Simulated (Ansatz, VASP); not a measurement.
# SiC: VASP beside Ansatz

INCAR

```
SYSTEM = SiC
PREC = Accurate
ENCUT = 520
EDIFF = 1E-6
ISMEAR = 0
SIGMA = 0.05
LREAL = .False.
LASPH = .True.
NELM = 100
ALGO = Normal
ISIF = 2
LWAVE = .False.
LCHARG = .False.
GGA = PE
NBANDS = 11
```

The input KPOINTS:

```
Automatic mesh
0
Gamma
  12 12 12
  0 0 0
```

Contents of POSCAR:

```
SiC
1.0
    0.0000000000      2.1740000000      2.3479200000
    2.1740000000      0.0000000000      2.3479200000
    2.1740000000      2.1740000000      0.0000000000
Si C
1 1
Direct
    0.0000000000      0.0000000000      0.0000000000
    0.7500000000      0.7500000000      0.7500000000
```

Input for Ansatz:

```yaml
crystal:
  lattice:
    - [0.0, 2.174, 2.34792]
    - [2.174, 0.0, 2.34792]
    - [2.174, 2.174, 0.0]
  atoms:
    - { symbol: Si, position: [0.0, 0.0, 0.0] }
    - { symbol: C, position: [0.75, 0.75, 0.75] }
basis:
  ecutwfc: 420
kpoints:
  mp_grid: { grid: [12, 12, 12] }
hamiltonian:
  xc: pbe
scf:
  occupations: { method: gaussian, width: 0.05 }
output:
  forces: true
  stress: true
  eigenvalues: true
```

Change from the starting cell: strain +0.000 along x and y, +0.080 along z, atoms carried along.

Alike in both runs: task single point; functional PBE; k mesh 12 × 12 × 12; occupations gaussian, width 0.05 eV; no spin polarisation.

|  | VASP | Ansatz |
| --- | --- | --- |
| version | VASP 6.6.1 | Ansatz 0.2.0 |
| potentials or method | VASP PAW PBE potentials, release 64 (Si, C), cutoff 520 eV | scalar-relativistic, plane waves, PAW |
| valence electrons in the cell | 8 | 8 |

Ansatz gave:

```
gap on the k mesh at the Fermi level (eV)                     : 1.03
least direct gap on the mesh (eV)                             : 4.41
pressure (GPa)                                                : -10.8
traceless stress, the component that is largest in VASP (GPa) : -14.89
```

What did VASP give for the same quantities?

gap on the k mesh at the Fermi level (eV): 1.02; least direct gap on the mesh (eV): 4.40; pressure (GPa): -10.8; traceless stress, the component that is largest in VASP (GPa): -14.92.

The functional is the same, so the differences come from potentials, cutoffs and numerics.
